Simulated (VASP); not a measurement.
A run of VASP 6.6.1:

The input INCAR:

```
  ALGO = Normal
  EDIFF = 1E-6
  EDIFFG = -0.05
  ENCUT = 600
  GGA = PS
  IBRION = 2
  ISIF = 3
  ISMEAR = 0
  LASPH = True
  LCHARG = False
  LREAL = False
  LWAVE = False
  NELM = 100
  NSW = 100
  PREC = Accurate
  SIGMA = 0.1
```

The input KPOINTS:

```
k-points
0
Gamma
  6 6 4
```

Contents of POSCAR:

```
TePd2S
1.0
    3.9417040046      0.0000000000      0.0000000000
   -1.9708520023      3.4136158022      0.0000000000
    0.0000000000      0.0000000000      5.3844947025
Te Pd S
1 2 1
Direct
    0.0000000000      0.0000000000      0.0000000000
    0.6666666667      0.3333333333      0.7500000000
    0.6666666667      0.3333333333      0.2500000000
    0.3333333333      0.6666666667      0.5000000000
```

Potentials or basis: VASP PAW PBE potentials, release 64 (Te, Pd, S).

Command:

```console
$ cat potpaw_PBE.64/Te/POTCAR potpaw_PBE.64/Pd/POTCAR potpaw_PBE.64/S/POTCAR > POTCAR
$ mpirun -np 1 vasp_std > vasp.out
```

Hardware: 1 thread of Intel(R) Xeon(R) 6975P-C (Granite Rapids), with other jobs on the host.

**Question.** Estimate the wall time of this run.

**Answer.** Run time: 72 s on 1 thread of Intel(R) Xeon(R) 6975P-C (Granite Rapids), with other jobs on the host, peak memory 0.25 GiB. Counts: scf iterations 66, k points 21, ion steps 8.
